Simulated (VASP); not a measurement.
# C in VASP: notebook, part 2 of 2

VASP 6.6.1. Earlier steps stand in the parts before.

**5. Single point, PBE+D3(BJ) (atoms displaced along a vibrational mode)**

Input file INCAR:

```
SYSTEM = C
PREC = Accurate
ENCUT = 520
EDIFF = 1E-6
ISMEAR = 0
SIGMA = 0.15
LREAL = .False.
LASPH = .True.
NELM = 60
ALGO = Normal
ISIF = 2
LWAVE = .False.
LCHARG = .False.
GGA = PE
IVDW = 12
NBANDS = 16
```

Input file KPOINTS:

```
regular mesh
0
Gamma
  18 12 10
  0 0 0
```

Input file POSCAR:

```
C
1.0
   -2.4646600698      0.0000000000      0.0000000000
    0.0000000000      0.0000000000     -3.5719696368
    0.0000000000     -4.2689164642      0.0000000000
C
4
Direct
    0.5000000000      0.0000000000      0.1638556489
    0.0000000000      0.0000000000      0.6526115779
    0.0000000000      0.0000000000      0.3361443511
    0.5000000000      0.0000000000      0.8473884221
```

Potentials or basis: VASP PAW PBE potentials, release 64 (C).

Command:

```sh
> cat potpaw_PBE.64/C/POTCAR > POTCAR
> mpirun -np 1 vasp_std > vasp.out
```

OUTCAR:

```text
SYSTEM = C
   PREC = Accurate
   ENCUT = 520
   EDIFF = 1E-6
   ISMEAR = 0
   LREAL = .False.
   LASPH = .True.
   NELM = 60
   ISIF = 2
   GGA = PE
   IVDW = 12
 IVDW          = 12

 ion  position               nearest neighbor table
   1  0.500  0.000  0.164-   4 1.35   3 1.44   3 1.44
   2  0.000  0.000  0.653-   3 1.35   4 1.49   4 1.49
   3  0.000  0.000  0.336-   2 1.35   1 1.44   1 1.44
   4  0.500  0.000  0.847-   1 1.35   2 1.49   2 1.49

  LATTYP: Found a simple orthorhombic cell.
 ALAT       =     2.4646600698
 B/A-ratio  =     1.4492747623
 C/A-ratio  =     1.7320508075

  Lattice vectors:

 A1 = (  -2.4646600698,   0.0000000000,   0.0000000000)
 A2 = (   0.0000000000,   0.0000000000,  -3.5719696368)
 A3 = (   0.0000000000,  -4.2689164642,   0.0000000000)

Analysis of symmetry for initial positions (statically):
=====================================================================
 Subroutine PRICEL returns:
 Original cell was already a primitive cell.

 Routine SETGRP: Setting up the symmetry group for a
 simple orthorhombic supercell.

 Subroutine GETGRP returns: Found  8 space group operations
 (whereof  4 operations were pure point group operations)
 out of a pool of  8 trial point group operations.

The static configuration has the point symmetry C_2v.
 The point group associated with its full space group is D_2h.

Analysis of symmetry for dynamics (positions and initial velocities):
=====================================================================
 Subroutine PRICEL returns:
 Original cell was already a primitive cell.

 Routine SETGRP: Setting up the symmetry group for a
 simple orthorhombic supercell.

 Subroutine GETGRP returns: Found  8 space group operations
 (whereof  4 operations were pure point group operations)
 out of a pool of  8 trial point group operations.

[... 124 lines left out ...]
     AMIX     =   0.40;   BMIX     =  1.00
     AMIX_MAG =   1.60;   BMIX_MAG =  1.00
  volume/ion in A,a.u.               =       9.40        63.40
  Fermi-wavevector in a.u.,A,eV,Ry     =   1.231556  2.327303 20.636352  1.516729
  Thomas-Fermi vector in A             =   2.366360
   LORBIT       =      0    0 simple, 1 ext, 2 COOP (PROOUT), +10 PAW based schemes
   GGA     = PE    functional components
   LHFCALC =     F    Hartree Fock is set to
   AEXX    =    0.0000 exact exchange contribution
   IVDW    =    12    specifies the selected vdW correction
   LEPSILON=     F    determine dielectric tensor
   LRPA    =     F    only Hartree local field effects (RPA)
 non-spin polarized calculation
 Gauss-broadening in eV      SIGMA  =   0.15
  energy-cutoff  :      520.00
  volume of cell :       37.58
 maximum number of plane-waves:      1040
   NGX =  9   NGY = 13   NGZ = 15

 number of electron      16.0000003 magnetization

 Free energy of the ion-electron system (eV)
  ---------------------------------------------------
  ext. energy  EPLUGINS =         0.00000000
  ---------------------------------------------------
  free energy    TOTEN  =       -36.47559370 eV

  energy without entropy =      -36.47471415  energy(sigma->0) =      -36.47515392

 E-fermi :   4.1108     XC(G=0):  -9.8758

 val. band max:        4.1059211492   @ k =   0.3333   0.0000   0.0000
 cond. band min:       4.1652400180   @ k =   0.2222   0.5000   0.0000
 fundamental gap:      0.0593188688
 Fermi energy:         4.1107728665

 k-point     1 :       0.0000    0.0000    0.0000
  band No.  band energies     occupation
      1     -15.4731      2.00000
      2      -9.8518      2.00000
      3      -9.7578      2.00000
      4      -2.7392      2.00000
      5      -1.9063      2.00000
      6       0.1196      2.00000
[... 433 lines left out ...]
      3      -9.3642      2.00000
      4      -3.7523      2.00000
      5      -2.5780      2.00000
      6      -0.7835      2.00000
[... 8 lines left out ...]
     15      16.0247      0.00000
     16      16.5484      0.00000

 [... further k-points ...]

------------------------ aborting loop because EDIFF is reached ----------------------------------------

 Edisp (eV)   -0.57905

 E8    (eV) :    -0.1627

  FORCE on cell =-STRESS in cart. coord.  units (eV):
  Direction    XX          YY          ZZ          XY          YZ          ZX
  --------------------------------------------------------------------------------------
  -------------------------------------------------------------------------------------
  Total      -0.54319     2.83870    -0.03907     0.00000     0.00000     0.00000
  in kB     -23.15688   121.01716    -1.66558     0.00000     0.00000     0.00000
  external pressure =       32.06 kB  Pullay stress =        0.00 kB

 VOLUME and BASIS-vectors are now :
 -----------------------------------------------------------------------------
  energy-cutoff  :      520.00
  volume of cell :       37.58
      direct lattice vectors                 reciprocal lattice vectors
    -2.464660070  0.000000000  0.000000000    -0.405735465  0.000000000  0.000000000
     0.000000000  0.000000000 -3.571969637     0.000000000  0.000000000 -0.279957587
     0.000000000 -4.268916464  0.000000000     0.000000000 -0.234251480  0.000000000

 POSITION                                       TOTAL-FORCE (eV/Angst)
 -----------------------------------------------------------------------------------
     -1.23233     -0.69949      0.00000         0.000000     -2.366675      0.000000
      0.00000     -2.78594      0.00000         0.000000     -5.949387      0.000000
      0.00000     -1.43497      0.00000         0.000000      2.366675      0.000000
     -1.23233     -3.61743      0.00000         0.000000      5.949387      0.000000
 -----------------------------------------------------------------------------------
    total drift:                               -0.000000     -0.000000     -0.000000

  FREE ENERGIE OF THE ION-ELECTRON SYSTEM (eV)
  ---------------------------------------------------
  free  energy   TOTEN  =       -37.0546468222 eV

  energy  without entropy=      -37.0537672697  energy(sigma->0) =      -37.05420705
```

OSZICAR:

```text
N       E                     dE             d eps       ncg     rms          rms(c)
DAV:   1     0.352675184496E+02    0.35268E+02   -0.78247E+03 13464   0.914E+02
DAV:   2    -0.361212012731E+02   -0.71389E+02   -0.64974E+02 18872   0.191E+02
DAV:   3    -0.389592408459E+02   -0.28380E+01   -0.28224E+01 17864   0.355E+01
DAV:   4    -0.389834155941E+02   -0.24175E-01   -0.24168E-01 16704   0.395E+00
DAV:   5    -0.389838074530E+02   -0.39186E-03   -0.39185E-03 17584   0.478E-01    0.909E+00
DAV:   6    -0.370736977240E+02    0.19101E+01   -0.13502E+00 15968   0.739E+00    0.529E+00
DAV:   7    -0.364638725435E+02    0.60983E+00   -0.15553E+00 16904   0.791E+00    0.154E+00
DAV:   8    -0.364734471734E+02   -0.95746E-02   -0.53734E-02 16304   0.137E+00    0.468E-01
DAV:   9    -0.364752624038E+02   -0.18152E-02   -0.16455E-03 16064   0.315E-01    0.717E-02
DAV:  10    -0.364755301732E+02   -0.26777E-03   -0.12022E-04 15488   0.788E-02    0.229E-02
DAV:  11    -0.364755930262E+02   -0.62853E-04   -0.50133E-05 14800   0.466E-02    0.421E-03
DAV:  12    -0.364755936997E+02   -0.67344E-06   -0.17675E-06 16960   0.956E-03
   1 F= -.37054647E+02 E0= -.37054207E+02  d E =-.879552E-03
```

stdout:

```text
POSCAR found type information on POSCAR C
 POSCAR found :  1 types and       4 ions
 scaLAPACK will be used
 LDA part: xc-table for (Slater+PW92), standard interpolation
 POSCAR, INCAR and KPOINTS ok, starting setup
 FFT: planning ... GRIDC
 FFT: planning ... GRID_SOFT
 FFT: planning ... GRID
 WAVECAR not read
 entering main loop
```

Wall time 69 s (1 thread of Intel Xeon 6975P-C (Granite Rapids), shared host); peak memory 0.29 GiB.

What came out:

| Item | Value |
| --- | --- |
| Free energy | -37.0546 eV |
| Pressure | 3.2 GPa |
| Largest force | 5.949 eV/Å |
| Band gap on the k mesh | zero (bands 8 and 9 overlap by 0.69 eV) |
| Dispersion energy per atom | -0.145 eV |

Forces in eV/Å, atoms in the order of the input:
```
C    0.000 -2.367  0.000
C    0.000 -5.949  0.000
C    0.000  2.367  0.000
C    0.000  5.949  0.000
```

Stress tensor (GPa, compression positive):
```
-2.32  0.00  0.00
 0.00 12.10  0.00
 0.00  0.00 -0.17
```

Levels at points of the mesh, in eV from the Fermi level:
```
           k point  band 6  band 7  band 8  band 9  band 10  band 11
(0.00, 0.00, 0.00)   -3.99   -1.80   -1.22    1.51     3.89     6.94
(0.50, 0.00, 0.00)   -9.40   -2.36   -2.36    3.77     3.77     9.19
(0.00, 0.50, 0.00)   -3.97   -2.27   -1.78    0.34     6.99     7.73
(0.50, 0.50, 0.00)   -9.34   -3.43   -3.43    2.92     2.92    10.13
(0.00, 0.00, 0.50)   -4.96   -4.87   -3.83    5.66     5.79     7.10
(0.50, 0.00, 0.50)   -6.52   -2.10   -2.10    2.89     2.89     6.97
(0.00, 0.50, 0.50)   -6.24   -4.93   -3.80    6.48     7.03     8.35
(0.50, 0.50, 0.50)   -6.49   -3.05   -3.05    1.52     1.52     7.20
```

Caveat: the cell differs from its parent crystal (atoms displaced along a vibrational mode); the cell stands under pressure; forces of over 1 eV/Å act on the atoms, so gaps and moduli don't describe the material at rest.

**6. Overview**

| cell | gap on the mesh (eV) | pressure (GPa) | largest force (eV/Å) |
| --- | --- | --- | --- |
| as given, atomic positions A | none | 2.9 | 4.82 |
| as given, atomic positions B | none | 9.0 | 10.53 |
| as given, atomic positions C | none | 0.7 | 1.34 |
| as given, atomic positions D | none | 3.2 | 5.95 |

Alike in all rows: task single point; level PBE+D3(BJ); potentials or basis VASP PAW PBE potentials, release 64 (C); no spin polarisation; k mesh 18 × 12 × 10; cutoff (eV) 520; smearing gaussian 0.15 eV.

Caveats: forces of over 1 eV/Å act on the atoms, so gaps and moduli don't describe the material at rest; the cell stands under pressure (at least some runs).

Total energies depend on the potentials used, so only differences within one code and one set of settings carry meaning.
